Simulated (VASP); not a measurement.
Set up this calculation in VASP 6.6.1, as the native input.

| Quantity | Value |
| --- | --- |
| Task | single point |
| Functional | LDA |
| Potentials or basis | VASP PAW LDA potentials, release 64 (Ga_d, P) |
| Cutoff | 520 eV |
| k mesh | 8 × 8 × 8 |
| Occupations | gaussian, width 0.01 eV |
| Spin | no spin polarisation |
| Dipole correction | no |
| Further INCAR settings | ALGO = Normal; EDIFF = 1e-06; NBANDS = 16 |

The structure of GaP lies in POSCAR:

```
GaP
1.0
    2.6765067596      2.6765067596      0.0000000000
   -2.6765067596      2.6765067596      0.0000000000
    0.0000000000      2.6765067596      2.6765067596
Ga P
1 1
Direct
    0.0000000000      0.0000000000      0.0000000000
    0.7500000000      0.2500000000      0.5000000000
```

These files were run (other wordings do the same):

INCAR

```
SYSTEM = GaP
  PREC = Accurate
  ENCUT = 520
  EDIFF = 1E-6
  ISMEAR = 0
  SIGMA = 0.01
  LREAL = .FALSE.
  LASPH = .TRUE.
  NELM = 60
  ALGO = Normal
  ISIF = 2
  LWAVE = .FALSE.
  LCHARG = .FALSE.
  NBANDS = 16
```

KPOINTS

```
regular mesh
0
G
  8 8 8
  0 0 0
```

Potentials or basis: VASP PAW LDA potentials, release 64 (Ga_d, P).

Run with:

```bash
$ cat potpaw_LDA.64/Ga_d/POTCAR potpaw_LDA.64/P/POTCAR > POTCAR
$ mpirun -np 1 vasp_std > vasp.out
```

Results of the run:

The pressure is 2.1 GPa and the band gap on the k mesh is 1.38 eV, indirect (least direct gap 2.09 eV).

Run time: 14 s on 1 thread of Intel(R) Xeon(R) Platinum 8259CL CPU @ 2.50GHz (Skylake/Cascade Lake), with other jobs on the host, peak memory 0.15 GiB.
